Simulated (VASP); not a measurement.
WS2: single point with PBE

Crystal: WS2.

```
W S
1.0
     4.78162   -2.76067    0.00000
     1.59387   -0.92022   -7.47445
     6.37549    5.52134    0.00000
W S
5 10
Cartesian
  7.9694 4.6011 -7.4593
  4.7816 -0.9202 -7.4593
  7.9694 -0.9202 -7.4593
  6.3755 1.8404 -7.4593
  9.5632 1.8404 -7.4593
  9.5632 3.6809 -5.8882
  6.3755 -1.8404 -5.8882
  4.7816 0.9202 -5.8882
  7.9694 0.9202 -5.8882
  6.3755 3.6809 -5.8882
  7.9694 4.6011 -1.5558
  4.7816 -0.9202 -1.5558
  3.1877 1.8404 -1.5558
  6.3755 1.8404 -1.5558
  9.5632 1.8404 -1.5558
```

* Program: VASP 6.6.1
* Task: single point
* Functional: PBE
* Potentials or basis: VASP PAW PBE potentials, release 64 (W_sv, S)
* Cutoff: 520 eV
* k mesh: 1 × 1 × 1
* Occupations: gaussian, width 0.01 eV
* Spin: no spin polarisation
* Dipole correction: no
* Further INCAR settings: LREAL = Auto; ALGO = Normal; EDIFF = 1e-07; NBANDS = 78

```yaml
Pressure: -0.5 GPa
Largest_force: 0.338 eV/Å
```

Forces in eV/Å, atoms in the order of the input:
```
W    0.011 -0.007 -0.013
W    0.011 -0.007 -0.013
W    0.011 -0.007 -0.013
W    0.011 -0.007 -0.013
W    0.011 -0.007 -0.013
S    0.037 -0.021  0.336
S    0.037 -0.021  0.336
S    0.037 -0.021  0.336
S    0.037 -0.021  0.336
S    0.037 -0.021  0.336
S   -0.049  0.028 -0.323
S   -0.049  0.028 -0.323
S   -0.049  0.028 -0.323
S   -0.049  0.028 -0.323
S   -0.049  0.028 -0.323
```

Stress tensor (GPa, compression positive):
```
-2.24 -0.55 -0.10
-0.55 -2.87  0.06
-0.10  0.06  3.50
```

Levels at points of the mesh, in eV from the Fermi level:
| k point | band 63 | band 64 | band 65 | band 66 | band 67 | band 68 |
| --- | --- | --- | --- | --- | --- | --- |
| (0.00, 0.00, 0.00) | -0.21 | -0.21 | -0.12 | 2.11 | 2.11 | 2.48 |

It took 30 s on 1 thread of Intel(R) Xeon(R) 6975P-C (Granite Rapids), on a shared host, peak memory 0.37 GiB.

Caveat: the k points lie up to 1.24 Å⁻¹ apart; spin-orbit coupling is left out, which moves the levels of the heavy elements; this functional lacks dispersion, which binds the layers, so the pressure and a relaxed spacing across them are unreliable.
